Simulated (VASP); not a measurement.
Cu, 1 atom in the cell. Symmetry: I4/mmm, No. 139, tetragonal system. The conventional cell has a = 2.911 Å, b = 2.911 Å, c = 2.735 Å, α = 90.00°, β = 90.00°, γ = 90.00°. Within 3.3 Å of Cu (site symmetry 4/mmm) lie 14 Cu at 2.47 to 2.91 Å. 

- Program: VASP 6.6.1
- Task: single point
- Functional: LDA
- Potentials or basis: VASP PAW LDA potentials, release 64 (Cu)
- Cutoff: 520 eV
- k mesh: 24 × 24 × 24
- Occupations: gaussian, width 0.15 eV
- Spin: no spin polarisation
- Dipole correction: no
- Further INCAR settings: ALGO = Fast; EDIFF = 1e-07; NBANDS = 12

Potentials or basis: VASP PAW LDA potentials, release 64 (Cu).

Launch:

```bash
$ cat potpaw_LDA.64/Cu/POTCAR > POTCAR
$ mpirun -np 1 vasp_std > vasp.out
```

Hardware: 1 thread of AMD EPYC 9R45 96-Core Processor (Zen 5) (shared host).

Task: Estimate the wall time of this run.

Result: Run time: 65 s on 1 thread of AMD EPYC 9R45 96-Core Processor (Zen 5) (shared host), peak memory 0.21 GiB. Counts: scf iterations 14, k points 1063.
